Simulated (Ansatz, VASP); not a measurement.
# BC: VASP beside Ansatz

```
B C
1.0
    -2.88207    2.88207    1.70030
     2.88207   -2.88207    1.70030
     2.88207    2.88207   -1.70030
B C
4 4
Direct
  0.78413 0.78413 0.00000
  0.53413 0.03413 0.50000
  0.21587 0.21587 0.00000
  0.96587 0.46587 0.50000
  0.64157 0.64157 0.28315
  0.35843 0.35843 0.71685
  0.39157 0.60843 0.50000
  0.10843 0.89157 0.50000
```

Alike in both runs: task relaxation of cell and atoms; functional PBE; k mesh 6 × 6 × 6; occupations gaussian, width 0.1 eV; no spin polarisation.

|  | VASP | Ansatz |
| --- | --- | --- |
| version | VASP 6.6.1 | Ansatz 0.2.0 |
| potentials or method | VASP PAW PBE potentials, release 64 (B, C), cutoff 600 eV | scalar-relativistic, plane waves, PAW |
| valence electrons in the cell | 28 | 28 |

```tsv
	VASP	Ansatz	Ansatz less VASP
gap on the k mesh at the Fermi level, each at its own relaxed structure (eV)	none	none	-
relaxed volume (Å³/atom)	8.56	8.56	-0.003
relaxed length of the cell vector where the two differ most in proportion (Å)	4.784	4.784	-0.0005
```

A gap of «none» marks a metal or a gap that the smearing closes.

Noted on VASP's run: the volume moved by over 15 % at a fixed basis, so the end points are rough.
